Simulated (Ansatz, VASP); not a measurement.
Two plane-wave programs on Ca4SiSe2

File INCAR:

```
PREC = Accurate
ENCUT = 600
EDIFF = 1E-6
ISMEAR = 0
SIGMA = 0.1
LREAL = False
LASPH = True
NELM = 100
ALGO = Normal
ISIF = 3
LWAVE = False
LCHARG = False
GGA = PE
IBRION = 2
NSW = 90
EDIFFG = -0.04
```

File KPOINTS:

```
regular mesh
0
Gamma
  4 4 4
```

POSCAR

```
Ca4SiSe2
1.0
   -2.9461647000      2.9461647000      5.9319775600
    2.9461647000     -2.9461647000      5.9319775600
    2.9461647000      2.9461647000     -5.9319775600
Ca Si Se
4 1 2
Direct
    0.1221451300      0.6535200500      0.0000000000
    0.8778548700      0.8778548700      0.5313749200
    0.6535200500      0.1221451300      0.0000000000
    0.3464799500      0.3464799500      0.4686250800
    0.5000000000      0.5000000000      0.0000000000
    0.2500000000      0.7500000000      0.5000000000
    0.7500000000      0.2500000000      0.5000000000
```

Input for Ansatz:

```yaml
crystal:
  lattice:
    - [-2.9461647, 2.9461647, 5.93197756]
    - [2.9461647, -2.9461647, 5.93197756]
    - [2.9461647, 2.9461647, -5.93197756]
  atoms:
    - { symbol: Ca, position: [0.12214513, 0.65352005, 0.0] }
    - { symbol: Ca, position: [0.87785487, 0.87785487, 0.53137492] }
    - { symbol: Ca, position: [0.65352005, 0.12214513, 0.0] }
    - { symbol: Ca, position: [0.34647995, 0.34647995, 0.46862508] }
    - { symbol: Si, position: [0.5, 0.5, 0.0] }
    - { symbol: Se, position: [0.25, 0.75, 0.5] }
    - { symbol: Se, position: [0.75, 0.25, 0.5] }
basis:
  ecutwfc: 420
kpoints:
  mp_grid: { grid: [4, 4, 4] }
hamiltonian:
  xc: pbe
scf:
  occupations: { method: gaussian, width: 0.1 }
  lower_state_search: "off"
output:
  forces: true
  stress: true
  eigenvalues: true
relax:
  adjacent_minimum: "off"
  f_tol: 0.04
  max_steps: 70
  cell: { stress_tol: 0.4 }
```

Change from the starting cell: species swapped into the MnIn2Te4 type (I-42m, No. 121).

Alike in both runs: task relaxation of cell and atoms; functional PBE; k mesh 4 × 4 × 4; occupations gaussian, width 0.1 eV; no spin polarisation.

|  | VASP | Ansatz |
| --- | --- | --- |
| version | VASP 6.6.1 | Ansatz 0.2.0 |
| potentials or method | VASP PAW PBE potentials, release 64 (Ca_sv, Si, Se), cutoff 600 eV | scalar-relativistic, plane waves, PAW |
| valence electrons in the cell | 56 | 76 |

Ansatz gave:

| Property | Result |
| --- | --- |
| gap on the k mesh at the Fermi level, each at its own relaxed structure (eV) | none |
| relaxed volume (Å³/atom) | 40.88 |
| relaxed cell length with the largest relative difference (Å) | 8.696 |

Question: What did VASP give for the same quantities?

Answer: gap on the k mesh at the Fermi level, each at its own relaxed structure (eV): none; relaxed volume (Å³/atom): 40.15; relaxed cell length with the largest relative difference (Å): 8.732.

A gap of «none» marks a metal or a gap that the smearing closes. VASP's potentials hold 56 valence electrons a cell and Ansatz's 76, so a difference there can come from the potentials and not from the codes.

The k mesh is coarse, so the values compare programs but aren't converged. Noted on VASP's run: the volume moved by over 15 % at a fixed basis, so the end points are rough.
